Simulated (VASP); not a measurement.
Wanted: the native input for a VASP 6.6.1 run.

```
Task                    : density of states
Functional              : PBE
Potentials or basis     : VASP PAW PBE potentials, release 64 (Nb_sv)
Cutoff                  : 520 eV
k mesh                  : 11 × 11 × 11
Occupations             : methfessel-paxton, width 0.15 eV
Spin                    : no spin polarisation
Dipole correction       : no
k mesh for the DOS      : 17 × 17 × 17
Occupations for the DOS : tetrahedron
Further INCAR settings  : ALGO = Normal; EDIFF = 1e-06; NBANDS = 12
```

Nb:

```
Nb
1.0
     0.00000    2.11500    2.11500
     2.11500    0.00000    2.11500
     2.11500    2.11500    0.00000
Nb
1
Direct
  0.00000 0.00000 0.00000
```

The input as run:

POSCAR

```
Nb
1.0
    0.0000000000      2.1150000000      2.1150000000
    2.1150000000      0.0000000000      2.1150000000
    2.1150000000      2.1150000000      0.0000000000
Nb
1
Direct
    0.0000000000      0.0000000000      0.0000000000
```

INCAR.step1

```
SYSTEM = Nb
  ALGO = Normal
  EDIFF = 1E-6
  ENCUT = 520
  GGA = PE
  ISIF = 2
  ISMEAR = 1
  LASPH = .TRUE.
  LCHARG = .TRUE.
  LMAXMIX = 4
  LREAL = .FALSE.
  LWAVE = .FALSE.
  NBANDS = 12
  NELM = 100
  PREC = Accurate
  SIGMA = 0.15
```

KPOINTS.step1

```
k-points
0
G
  11 11 11
  0 0 0
```

INCAR.step2

```
SYSTEM = Nb
  ALGO = Normal
  EDIFF = 1E-6
  ENCUT = 520
  GGA = PE
  ICHARG = 11
  ISIF = 2
  ISMEAR = -5
  LASPH = .TRUE.
  LCHARG = .FALSE.
  LMAXMIX = 4
  LORBIT = 11
  LREAL = .FALSE.
  LWAVE = .FALSE.
  NBANDS = 12
  NEDOS = 2001
  NELM = 100
  PREC = Accurate
  SIGMA = 0.15
```

KPOINTS.step2

```
k-points
0
G
  17 17 17
  0 0 0
```

Potentials or basis: VASP PAW PBE potentials, release 64 (Nb_sv).

Run with:

```sh
$ cat potpaw_PBE.64/Nb_sv/POTCAR > POTCAR
$ cp INCAR.step1 INCAR
$ cp KPOINTS.step1 KPOINTS
$ mpirun -np 1 vasp_std > vasp.out
$ cp INCAR.step2 INCAR
$ cp KPOINTS.step2 KPOINTS
$ mpirun -np 1 vasp_std > vasp.out
```

Results of the run:

| Property | Result |
| --- | --- |
| Valence electrons inside the program's atomic spheres | Nb 10.63 |

Run time: 21 s on 1 thread of Intel(R) Xeon(R) Platinum 8259CL CPU @ 2.50GHz (Skylake/Cascade Lake), with other jobs on the host, peak memory 0.16 GiB.
